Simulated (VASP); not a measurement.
# SnO2 (Fm-3m) in VASP: single point with r2SCAN

Aim: the single point of SnO2 with r2SCAN.

Program: VASP 6.6.1. These are calculated values, not measurements. Logs are shortened: lines on timing, memory, paths and dates and some standing lists are left out, and cuts for length are marked.

### Step 1. The cell of the first run

The structure is cubic, space group Fm-3m (No. 225). Conventional cell: a = 4.982 Å, b = 4.982 Å, c = 4.982 Å, α = 90.00°, β = 90.00°, γ = 90.00°. Sn (site symmetry m-3m) has 8 O at 2.16 Å within 2.9 Å. O (site symmetry -43m) has 4 Sn at 2.16 Å and 6 O at 2.49 Å within 2.9 Å.

### Step 2. Single point, r2SCAN (strain -1.7%)

The input, POSCAR:

```
SnO2
1.0
    0.0000000000      2.4911580720      2.4911580720
    2.4911580720      0.0000000000      2.4911580720
    2.4911580720      2.4911580720      0.0000000000
Sn O
1 2
Direct
    0.0000000000      0.0000000000      0.0000000000
    0.2500000000      0.2500000000      0.2500000000
    0.7500000000      0.7500000000      0.7500000000
```

The input, INCAR.step1:

```
SYSTEM = SnO2
PREC = Accurate
ENCUT = 1480
ISMEAR = 0
SIGMA = 0.01
LREAL = .FALSE.
LASPH = .TRUE.
NELM = 120
NBANDS = 20
GGA = PE
ALGO = Normal
EDIFF = 1E-5
LWAVE = .TRUE.
LCHARG = .FALSE.
GGA_COMPAT = .FALSE.
```

The input, INCAR.step2:

```
SYSTEM = SnO2
PREC = Accurate
ENCUT = 1480
EDIFF = 1E-6
ISMEAR = 0
SIGMA = 0.01
LREAL = .FALSE.
LASPH = .TRUE.
NELM = 120
ALGO = Normal
ISIF = 2
LWAVE = .FALSE.
LCHARG = .TRUE.
METAGGA = R2SCAN
LMIXTAU = .TRUE.
LELF = .TRUE.
LVHAR = .TRUE.
NBANDS = 20
ISTART = 1
GGA_COMPAT = .FALSE.
```

The input, KPOINTS:

```
Automatic mesh
0
G
  8 8 8
  0 0 0
```

Potentials or basis: VASP PAW PBE potentials, release 64 (Sn_d, O_h).

Run with:

```sh
> cat potpaw_PBE.64/Sn_d/POTCAR potpaw_PBE.64/O_h/POTCAR > POTCAR
> cp INCAR.step1 INCAR
> mpirun -np 1 vasp_std > vasp.out
> cp INCAR.step2 INCAR
> mpirun -np 1 vasp_std > vasp.out
```

OUTCAR:

```text
SYSTEM = SnO2
   PREC = Accurate
   ENCUT = 1480
   EDIFF = 1E-6
   ISMEAR = 0
   LREAL = .FALSE.
   LASPH = .TRUE.
   NELM = 120
   ISIF = 2
   METAGGA = R2SCAN
   ISTART = 1

 ion  position               nearest neighbor table
   1  0.000  0.000  0.000-   3 2.16   3 2.16   3 2.16   2 2.16   3 2.16   2 2.16   2 2.16   2 2.16

   2  0.250  0.250  0.250-   1 2.16   1 2.16   1 2.16   1 2.16
   3  0.750  0.750  0.750-   1 2.16   1 2.16   1 2.16   1 2.16

  LATTYP: Found a face centered cubic cell.
 ALAT       =     4.9823161440

  Lattice vectors:

 A1 = (   0.0000000000,   2.4911580720,   2.4911580720)
 A2 = (   2.4911580720,   0.0000000000,   2.4911580720)
 A3 = (   2.4911580720,   2.4911580720,   0.0000000000)

Analysis of symmetry for initial positions (statically):
=====================================================================
 Subroutine PRICEL returns:
 Original cell was already a primitive cell.

 Routine SETGRP: Setting up the symmetry group for a
 face centered cubic supercell.

 Subroutine GETGRP returns: Found 48 space group operations
 (whereof 48 operations were pure point group operations)
 out of a pool of 48 trial point group operations.

The static configuration has the point symmetry O_h .

Analysis of symmetry for dynamics (positions and initial velocities):
=====================================================================
 Subroutine PRICEL returns:
 Original cell was already a primitive cell.

 Routine SETGRP: Setting up the symmetry group for a
 face centered cubic supercell.

 Subroutine GETGRP returns: Found 48 space group operations
 (whereof 48 operations were pure point group operations)
 out of a pool of 48 trial point group operations.

The dynamic configuration has the point symmetry O_h .

 Subroutine INISYM returns: Found 48 space group operations
 (whereof 48 operations are pure point group operations),
 and found     1 'primitive' translations

----------------------------------------------------------------------------------------

                                     Primitive cell

  volume of cell :      30.9196

  direct lattice vectors                    reciprocal lattice vectors
     0.000000000  2.491158072  2.491158072    -0.200709865  0.200709865  0.200709865
     2.491158072  0.000000000  2.491158072     0.200709865 -0.200709865  0.200709865
     2.491158072  2.491158072  0.000000000     0.200709865  0.200709865 -0.200709865

  length of vectors
     3.523029531  3.523029531  3.523029531     0.347639684  0.347639684  0.347639684

  position of ions in fractional coordinates (direct lattice)
     0.000000000  0.000000000  0.000000000
     0.250000000  0.250000000  0.250000000
     0.750000000  0.750000000  0.750000000

  ion indices of the primitive-cell ions
   primitive index   ion index
                 1           1
                 2           2
                 3           3

----------------------------------------------------------------------------------------

 KPOINTS: Automatic mesh

Automatic generation of k-mesh.
 Grid dimensions read from file:
 generate k-points for:    8    8    8

 Generating k-lattice:

  Cartesian coordinates                     Fractional coordinates (reciprocal lattice)
    -0.025088733  0.025088733  0.025088733     0.125000000  0.000000000  0.000000000
     0.025088733 -0.025088733  0.025088733     0.000000000  0.125000000  0.000000000
     0.025088733  0.025088733 -0.025088733     0.000000000  0.000000000  0.125000000

  Length of vectors
     0.043454960  0.043454960  0.043454960

  Shift w.r.t. Gamma in fractional coordinates (k-lattice)
     0.000000000  0.000000000  0.000000000

 Subroutine IBZKPT returns following result:
 ===========================================

 Found     29 irreducible k-points:

 Following reciprocal coordinates:
            Coordinates               Weight
  0.000000  0.000000  0.000000      1.000000
  0.125000  0.000000  0.000000      8.000000
  0.250000  0.000000  0.000000      8.000000
  0.375000  0.000000  0.000000      8.000000
  0.500000  0.000000  0.000000      4.000000
  0.125000  0.125000  0.000000      6.000000
[... 16 lines left out ...]
  0.500000  0.250000  0.125000     48.000000
 -0.375000  0.250000  0.125000     24.000000
 [... further k-points ...]
   k-points           NKPTS =     29   k-points in BZ     NKDIM =     29   number of bands    NBANDS=     20
   number of dos      NEDOS =    301   number of ions     NIONS =      3
   total plane-waves  NPLWV = 110592
   dimension x,y,z NGX =    48 NGY =   48 NGZ =   48
   dimension x,y,z NGXF=    96 NGYF=   96 NGZF=   96
   ions per type =               1   2
   NGX,Y,Z   is equivalent  to a cutoff of  22.65, 22.65, 22.65 a.u.
   NGXF,Y,Z  is equivalent  to a cutoff of  45.30, 45.30, 45.30 a.u.
 SYSTEM =  SnO2
   PREC   = accura    normal or accurate (medium, high low for compatibility)
   ISTART =      1    job   : 0-new  1-cont  2-samecut
   ICHARG =      0    charge: 1-file 2-atom 10-const
   ISPIN  =      1    spin polarized calculation?
   LNONCOLLINEAR =      F non collinear calculations
   LSORBIT =      F    spin-orbit coupling
   LASPH  =      T    aspherical Exc in radial PAW
   ENCUT  = 1480.0 eV 108.78 Ry   10.43 a.u.  11.05 11.05 11.05*2*pi/ulx,y,z
   NELM   =    120;   NELMIN=  2; NELMDL=  0     # of ELM steps
   EDIFF  = 0.1E-05   stopping-criterion for ELM
   LREAL  =      F    real-space projection
   EDIFFG = 0.1E-04   stopping-criterion for IOM
   NSW    =      0    number of steps for IOM
   IBRION =     -1    ionic relax: 0-MD 1-quasi-New 2-CG
   NFREE  =      0    steps in history (QN), initial steepest desc. (CG)
   ISIF   =      2    stress and relaxation
   ISYM   =      2    0-nonsym 1-usesym 2-fastsym
   POTIM  = 0.5000    time-step for ionic-motion
   TEBEG  =    0.0;   TEEND  =   0.0 temperature during run
   PSTRESS=    0.0 pullay stress
   NELECT =      26.0000    total number of electrons
   NUPDOWN=      -1.0000    fix difference up-down
   EMIN   =  10.00;   EMAX   =-10.00  energy-range for DOS
   EFERMI =   0.00;   METHOD = LEGACY
   ISMEAR =     0;   SIGMA  =   0.01  broadening in eV -4-tet -1-fermi 0-gaus
   EFERMI_NEDOS =   21; number of points for ismear=-14 and -15
   IALGO  =     38    algorithm
   IMIX   =      4    mixing-type and parameters
     AMIX     =   0.40;   BMIX     =  1.00
     AMIX_MAG =   1.60;   BMIX_MAG =  1.00
  volume/ion in A,a.u.               =      10.31        69.55
  Fermi-wavevector in a.u.,A,eV,Ry     =   1.545212  2.920027 32.486349  2.387679
  Thomas-Fermi vector in A             =   2.650623
   LORBIT       =      0    0 simple, 1 ext, 2 COOP (PROOUT), +10 PAW based schemes
   METAGGA = R2SCAN    functional components
   LHFCALC =     F    Hartree Fock is set to
   AEXX    =    0.0000 exact exchange contribution
   IVDW    =     0    specifies the selected vdW correction
   LEPSILON=     F    determine dielectric tensor
   LRPA    =     F    only Hartree local field effects (RPA)
 non-spin polarized calculation
 Gauss-broadening in eV      SIGMA  =   0.01
  energy-cutoff  :     1480.00
  volume of cell :       30.92
 maximum number of plane-waves:      4031
 NGX is ok and might be reduce to    48
   NGX = 23   NGY = 23   NGZ = 23

 number of electron      26.0000001 magnetization

 Free energy of the ion-electron system (eV)
  ---------------------------------------------------
  ext. energy  EPLUGINS =         0.00000000
  ---------------------------------------------------
  free energy    TOTEN  =       -41.43343868 eV

  energy without entropy =      -41.43343868  energy(sigma->0) =      -41.43343868

 E-fermi :   9.0603     XC(G=0): -13.0763

 val. band max:        8.9559293711   @ k =  -0.2500   0.5000   0.2500
 cond. band min:      10.3672387694   @ k =   0.0000   0.0000   0.0000
 fundamental gap:      1.4113093983
 Fermi energy:         9.0602896308

 k-point     1 :       0.0000    0.0000    0.0000
  band No.  band energies     occupation
      1     -12.2212      2.00000
      2     -12.1782      2.00000
      3     -12.1782      2.00000
      4     -12.1782      2.00000
      5     -11.9414      2.00000
      6     -11.9414      2.00000
[... 12 lines left out ...]
     19      25.5095      0.00000
     20      25.5095      0.00000

 k-point     2 :       0.1250    0.0000    0.0000
  band No.  band energies     occupation
      1     -12.3206      2.00000
      2     -12.1625      2.00000
      3     -12.1625      2.00000
      4     -12.0059      2.00000
      5     -11.9422      2.00000
      6     -11.9422      2.00000
[... 12 lines left out ...]
     19      25.5840      0.00000
     20      25.5840      0.00000

 k-point     3 :       0.2500    0.0000    0.0000
  band No.  band energies     occupation
      1     -12.6158      2.00000
      2     -12.1309      2.00000
      3     -12.1309      2.00000
      4     -11.9373      2.00000
      5     -11.9373      2.00000
      6     -11.4102      2.00000
[... 12 lines left out ...]
     19      25.7424      0.00000
     20      26.5365      0.00000

 k-point     4 :       0.3750    0.0000    0.0000
  band No.  band energies     occupation
      1     -12.8752      2.00000
      2     -12.1115      2.00000
      3     -12.1115      2.00000
      4     -11.9195      2.00000
      5     -11.9195      2.00000
      6     -10.5529      2.00000
[... 429 lines left out ...]
 k-point    23 :       0.5000    0.2500    0.1250
  band No.  band energies     occupation
      1     -12.7610      2.00000
      2     -12.3954      2.00000
      3     -12.0497      2.00000
      4     -11.9771      2.00000
      5     -11.9211      2.00000
      6     -10.0908      2.00000
[... 12 lines left out ...]
     19      26.1820      0.00000
     20      29.4726      0.00000

 k-point    24 :      -0.3750    0.2500    0.1250
  band No.  band energies     occupation
      1     -12.8225      2.00000
      2     -12.4196      2.00000
      3     -12.0427      2.00000
      4     -11.9726      2.00000
      5     -11.9175      2.00000
      6      -9.3551      2.00000
[... 12 lines left out ...]
     19      26.0900      0.00000
     20      29.8669      0.00000

 [... further k-points ...]

------------------------ aborting loop because EDIFF is reached ----------------------------------------

  FORCE on cell =-STRESS in cart. coord.  units (eV):
  Direction    XX          YY          ZZ          XY          YZ          ZX
  --------------------------------------------------------------------------------------
  -------------------------------------------------------------------------------------
  Total        2.7802250      2.7802250      2.7802250      0.0000000      0.0000000      0.0000000
  in kB      144.0643984    144.0643984    144.0643984      0.0000000      0.0000000      0.0000000
  external PRESSURE =     144.0643984 kB  Pullay stress =       0.0000000 kB

 VOLUME and BASIS-vectors are now :
 -----------------------------------------------------------------------------
  energy-cutoff  :     1480.00
  volume of cell :       30.92
      direct lattice vectors                 reciprocal lattice vectors
     0.000000000  2.491158072  2.491158072    -0.200709865  0.200709865  0.200709865
     2.491158072  0.000000000  2.491158072     0.200709865 -0.200709865  0.200709865
     2.491158072  2.491158072  0.000000000     0.200709865  0.200709865 -0.200709865

 POSITION                                       TOTAL-FORCE (eV/Angst)
 -----------------------------------------------------------------------------------
      0.00000      0.00000      0.00000         0.000000      0.000000      0.000000
      1.24558      1.24558      1.24558        -0.000000     -0.000000     -0.000000
      3.73674      3.73674      3.73674         0.000000      0.000000      0.000000
 -----------------------------------------------------------------------------------
    total drift:                               -0.000000     -0.000000      0.000000

  FREE ENERGIE OF THE ION-ELECTRON SYSTEM (eV)
  ---------------------------------------------------
  free  energy   TOTEN  =       -41.4334386798 eV

  energy  without entropy=      -41.4334386798  energy(sigma->0) =      -41.43343868
```

Wall time 6.7 min (1 thread of AMD EPYC 7R13 (Zen 3), shared host); peak memory 0.38 GiB.

Results:

```
Free energy            : -41.4334 eV
Pressure               : 14.4 GPa
Band gap on the k mesh : 1.41 eV (least direct gap 2.96 eV)
```

Caveat: the cell differs from its parent crystal (strain -1.7%); the cell stands under pressure; the structure was generated, so it needn't be the stable form of SnO2; the PAW data sets were made with another functional, which shifts forces and pressure a little; spin-orbit coupling is left out, which moves the levels of the heavy elements. A k mesh can miss the band edges.
